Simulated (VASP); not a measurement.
# InSe in VASP: notebook, part 2 of 2

VASP 6.6.1.

## 3. Single point, PBE (atoms displaced along a vibrational mode, the cell strained)

INCAR

```
SYSTEM = InSe
ALGO     = Normal         ! electronic algorithm
EDIFF    = 1E-6           ! SCF threshold, eV
ENCUT    = 520            ! plane-wave cutoff, eV
GGA      = PE             ! functional
ISIF     = 2              ! what is computed and relaxed
ISMEAR   = 0              ! smearing method
LASPH    = .TRUE.         ! aspherical terms in the spheres
LCHARG   = .FALSE.        ! write CHGCAR
LREAL    = .FALSE.        ! projectors in reciprocal space
LWAVE    = .FALSE.        ! write WAVECAR
NBANDS   = 27             ! bands
NELM     = 60             ! most SCF steps
PREC     = Accurate       ! precision mode
SIGMA    = 0.05           ! smearing width, eV
```

KPOINTS

```
k-points
0
G
  8 8 6
  0 0 0
```

POSCAR

```
InSe
1.0
    5.6444789343     -2.0142225252     -0.2480310495
    5.6444789343      2.0142225252     -0.2480310495
   -1.7399783792      0.0000000000      5.7153682198
In Se
2 2
Direct
    0.8798970786      0.8959048326      0.0533034054
    0.1040951674      0.1201029214      0.9466965946
    0.6779663094      0.6546922176      0.6952062322
    0.3453077824      0.3220336906      0.3047937678
```

Potentials or basis: VASP PAW PBE potentials, release 64 (In_d, Se).

Run with:

```sh
cat potpaw_PBE.64/In_d/POTCAR potpaw_PBE.64/Se/POTCAR > POTCAR
mpirun -np 1 vasp_std > vasp.out
```

It took 4.8 min on 1 thread of AMD EPYC 9R45 (Zen 5), shared host; peak memory 0.51 GiB.

The run converged. Its results:

* Free energy: -14.0367 eV
* Pressure: 0.5 GPa
* Largest force: 0.325 eV/Å
* Band gap on the k mesh: 1.21 eV (least direct gap 1.34 eV)

Forces on the atoms (eV/Å):
```
In   0.051 -0.294  0.109
In  -0.051 -0.294 -0.109
Se  -0.103  0.294  0.090
Se   0.103  0.294 -0.090
```

Stress tensor (GPa, compression positive):
```
 0.98  0.00  0.63
 0.00  0.70  0.00
 0.63  0.00 -0.12
```

Levels at points of the mesh, in eV from the valence-band top:
```tsv
k point	band 16	band 17	band 18	band 19	band 20	band 21	band 22	band 23
(0.00, 0.00, 0.00)	-2.07	-1.61	-1.20	-0.90	2.27	2.69	3.31	4.72
(0.50, 0.00, 0.00)	-2.45	-2.16	-2.00	-0.97	1.41	2.37	3.64	3.90
(0.50, 0.50, 0.00)	-1.91	-1.51	-0.64	0.00	1.73	2.75	3.92	4.10
(0.00, 0.00, 0.50)	-1.63	-1.53	-1.06	-0.84	1.21	1.85	3.60	4.38
(0.50, 0.00, 0.50)	-2.66	-2.03	-1.92	-1.16	2.37	2.75	3.83	4.38
(0.50, 0.50, 0.50)	-1.60	-1.16	-1.01	-0.18	1.99	2.88	3.93	5.04
```

Caveat: the cell differs from its parent crystal (atoms displaced along a vibrational mode, the cell strained); spin-orbit coupling is left out, which moves the levels of the heavy elements. A k mesh can miss the band edges.

## 4. Single point, PBE (atoms displaced along a vibrational mode, the cell strained)

INCAR

```
SYSTEM = InSe
ALGO = Normal ; EDIFF = 1E-6
ENCUT = 520 ; GGA = PE
ISIF = 2 ; ISMEAR = 0
LASPH = .True. ; LCHARG = .False.
LREAL = .False. ; LWAVE = .False.
NBANDS = 27 ; NELM = 80
PREC = Accurate ; SIGMA = 0.05
```

KPOINTS

```
k-points
0
Gamma
  8 8 6
  0 0 0
```

POSCAR

```
InSe
1.0
    5.5958799624     -1.9901958089     -0.3065999975
    5.5958799624      1.9901958089     -0.3065999975
   -1.7787110593      0.0000000000      5.8425948173
In Se
2 2
Direct
    0.8838990171      0.8919028941      0.0533034054
    0.1080971059      0.1161009829      0.9466965946
    0.6721477865      0.6605107405      0.6952062322
    0.3394892595      0.3278522135      0.3047937678
```

Run with:

```sh
cat potpaw_PBE.64/In_d/POTCAR potpaw_PBE.64/Se/POTCAR > POTCAR
mpirun -np 1 vasp_std > vasp.out
```

Wall time 10 min (1 thread of Intel Xeon Platinum 8488C (Sapphire Rapids), shared host); peak memory 0.54 GiB.

Results (log left out):

```
Free energy            : -14.0196 eV
Pressure               : 0.6 GPa
Largest force          : 0.306 eV/Å
Band gap on the k mesh : 1.27 eV (least direct gap 1.39 eV)
```

Forces in eV/Å, atoms in the order of the input:
```
In   0.042 -0.137  0.218
In  -0.042 -0.137 -0.218
Se  -0.199  0.137  0.188
Se   0.199  0.137 -0.188
```

Stress tensor (GPa, compression positive):
```
 1.41  0.00  1.13
 0.00  0.92  0.00
 1.13  0.00 -0.41
```

Levels at points of the mesh, in eV from the valence-band top:
| k point | band 15 | band 16 | band 17 | band 18 | band 19 | band 20 | band 21 | band 22 | band 23 | band 24 |
| --- | --- | --- | --- | --- | --- | --- | --- | --- | --- | --- |
| (0.00, 0.00, 0.00) | -3.21 | -2.09 | -1.46 | -1.22 | -0.78 | 2.33 | 2.78 | 3.36 | 4.83 | 5.43 |
| (0.50, 0.00, 0.00) | -2.53 | -2.48 | -2.17 | -2.03 | -0.86 | 1.37 | 2.39 | 3.68 | 3.90 | 4.28 |
| (0.50, 0.50, 0.00) | -2.50 | -1.75 | -1.55 | -0.53 | 0.00 | 1.84 | 2.92 | 4.01 | 4.27 | 5.20 |
| (0.00, 0.00, 0.50) | -2.24 | -1.63 | -1.44 | -1.11 | -0.74 | 1.27 | 1.92 | 3.69 | 4.52 | 5.65 |
| (0.50, 0.00, 0.50) | -2.92 | -2.60 | -2.00 | -1.91 | -1.12 | 2.34 | 2.69 | 3.97 | 4.29 | 5.09 |
| (0.50, 0.50, 0.50) | -2.51 | -1.46 | -1.22 | -0.89 | -0.10 | 2.05 | 3.01 | 4.05 | 5.11 | 5.52 |

Caveat: the cell differs from its parent crystal (atoms displaced along a vibrational mode, the cell strained); spin-orbit coupling is left out, which moves the levels of the heavy elements.

## 5. Single point, PBE (atoms displaced along a vibrational mode, the cell strained)

INCAR

```
SYSTEM = InSe
ALGO = Normal ; EDIFF = 1E-6
ENCUT = 520 ; GGA = PE
ISIF = 2 ; ISMEAR = 0
LASPH = .True. ; LCHARG = .True.
LELF = .True. ; LREAL = .False.
LVHAR = .True. ; LWAVE = .False.
NBANDS = 27 ; NELM = 100
PREC = Accurate ; SIGMA = 0.05
```

KPOINTS is that of step 4.

POSCAR

```
InSe
1.0
    5.8878909526     -2.1345623443      0.0453164279
    5.8878909526      2.1345623443      0.0453164279
   -1.5459825095      0.0000000000      5.0781431589
In Se
2 2
Direct
    0.8838990171      0.8919028941      0.0533034054
    0.1080971059      0.1161009829      0.9466965946
    0.6721477865      0.6605107405      0.6952062322
    0.3394892595      0.3278522135      0.3047937678
```

Potentials or basis: VASP PAW PBE potentials, release 64 (In_d, Se).

Run with:

```sh
cat potpaw_PBE.64/In_d/POTCAR potpaw_PBE.64/Se/POTCAR > POTCAR
mpirun -np 1 vasp_std > vasp.out
```

OUTCAR:

```text
SYSTEM = InSe
   EDIFF = 1E-6
   ENCUT = 520
   GGA = PE
   ISIF = 2
   ISMEAR = 0
   LASPH = .True.
   LREAL = .False.
   NELM = 100
   PREC = Accurate

 ion  position               nearest neighbor table
   1  0.884  0.892  0.053-   4 2.66   4 2.72   3 2.76   2 2.85   2 3.79   2 3.79
   2  0.108  0.116  0.947-   3 2.66   3 2.72   4 2.76   1 2.85   1 3.79   1 3.79
   3  0.672  0.661  0.695-   2 2.66   2 2.72   1 2.76
   4  0.339  0.328  0.305-   1 2.66   1 2.72   2 2.76

  LATTYP: Found a base centered monoclinic cell.
 ALAT       =    11.7761306800
[... 914 lines left out ...]

 [... further k-points ...]
[... 5 lines left out ...]
  --------------------------------------------------------------------------------------
  -------------------------------------------------------------------------------------
  Total       -0.9725836     -0.3674462      0.2385373      0.0000000      0.0000000     -0.7402235
  in kB      -12.1791664     -4.6013403      2.9870811      0.0000000      0.0000000     -9.2694404
  external PRESSURE =      -4.5978085 kB  Pullay stress =       0.0000000 kB

 VOLUME and BASIS-vectors are now :
 -----------------------------------------------------------------------------
  energy-cutoff  :      520.00
  volume of cell :      127.94
      direct lattice vectors                 reciprocal lattice vectors
     5.887890953 -2.134562344  0.045316428     0.084721538 -0.234240055  0.025792502
     5.887890953  2.134562344  0.045316428     0.084721538  0.234240055  0.025792502
    -1.545982509  0.000000000  5.078143159    -0.001512079  0.000000000  0.196462038

 POSITION                                       TOTAL-FORCE (eV/Angst)
 -----------------------------------------------------------------------------------
     10.37332      0.01708      0.35116         0.005564     -0.186558     -0.204869
     -0.14352      0.01708      4.81762        -0.005564     -0.186558      0.204869
      6.77177     -0.02484      3.59075         0.178871      0.186558     -0.172239
      3.45803     -0.02484      1.57803        -0.178871      0.186558      0.172239
 -----------------------------------------------------------------------------------
    total drift:                                0.000000     -0.000017     -0.000000

  FREE ENERGIE OF THE ION-ELECTRON SYSTEM (eV)
  ---------------------------------------------------
  free  energy   TOTEN  =       -14.0271039924 eV

  energy  without entropy=      -14.0271039924  energy(sigma->0) =      -14.02710399
```

OSZICAR:

```text
N       E                     dE             d eps       ncg     rms          rms(c)
DAV:   1     0.331824774637E+03    0.33182E+03   -0.17349E+04  6156   0.151E+03
DAV:   2     0.258279689440E+02   -0.30600E+03   -0.29667E+03  6228   0.374E+02
DAV:   3    -0.128102653926E+02   -0.38638E+02   -0.38083E+02  7765   0.143E+02
DAV:   4    -0.145041850126E+02   -0.16939E+01   -0.16887E+01  7338   0.317E+01
DAV:   5    -0.145619551648E+02   -0.57770E-01   -0.57761E-01  9139   0.591E+00    0.600E+00
DAV:   6    -0.140395663945E+02    0.52239E+00   -0.99279E-01  8860   0.152E+01    0.365E+00
DAV:   7    -0.140247079988E+02    0.14858E-01   -0.40416E-01  8915   0.408E+00    0.127E+00
DAV:   8    -0.140252954701E+02   -0.58747E-03   -0.37650E-02  8805   0.206E+00    0.533E-01
DAV:   9    -0.140269011979E+02   -0.16057E-02   -0.76291E-03  8203   0.854E-01    0.193E-01
DAV:  10    -0.140269361953E+02   -0.34997E-04   -0.66532E-04  7894   0.234E-01    0.112E-01
DAV:  11    -0.140270988979E+02   -0.16270E-03   -0.32167E-04  7469   0.148E-01    0.297E-02
DAV:  12    -0.140271031823E+02   -0.42844E-05   -0.26143E-05  8369   0.322E-02    0.204E-02
DAV:  13    -0.140271039924E+02   -0.81017E-06   -0.98784E-06  6389   0.220E-02
   1 F= -.14027104E+02 E0= -.14027104E+02  d E =-.137299E-11
```

Wall time 7 min (1 thread of Intel Xeon Platinum 8488C (Sapphire Rapids), shared host); peak memory 0.52 GiB.

Results:

```yaml
Free_energy: -14.0271 eV
Pressure: -0.5 GPa
Largest_force: 0.311 eV/Å
Band_gap_on_the_k_mesh: 0.84 eV (least direct gap 0.99 eV)
```

Forces on the atoms (eV/Å):
```
In   0.006 -0.187 -0.205
In  -0.006 -0.187  0.205
Se   0.179  0.187 -0.172
Se  -0.179  0.187  0.172
```

Caveat: the cell differs from its parent crystal (atoms displaced along a vibrational mode, the cell strained); spin-orbit coupling is left out, which moves the levels of the heavy elements. A k mesh can miss the band edges.

## 6. Overview

| cell | gap on the mesh (eV) | pressure (GPa) | largest force (eV/Å) |
| --- | --- | --- | --- |
| a = 6.209, b = 6.209, c = 5.441 Å, angles 106.0, 106.0, 39.7°, 4 atoms, atomic positions A | 0.91 | -0.3 | 0.17 |
| a = 5.998, b = 5.998, c = 5.974 Å, angles 108.3, 108.3, 39.2°, 4 atoms, atomic positions B | 1.21 | 0.5 | 0.32 |
| a = 5.947, b = 5.947, c = 6.107 Å, angles 108.9, 108.9, 39.1°, 4 atoms, atomic positions C | 1.27 | 0.6 | 0.31 |
| a = 6.263, b = 6.263, c = 5.308 Å, angles 105.5, 105.5, 39.9°, 4 atoms, atomic positions C | 0.84 | -0.5 | 0.31 |

Alike in all rows: task single point; level PBE; potentials or basis VASP PAW PBE potentials, release 64 (In_d, Se); no spin polarisation; k mesh 8 × 8 × 6; cutoff (eV) 520; smearing gaussian 0.05 eV.

Caveats: spin-orbit coupling is left out, which moves the levels of the heavy elements.

Absolute energies hang on the potentials; compare differences alone.
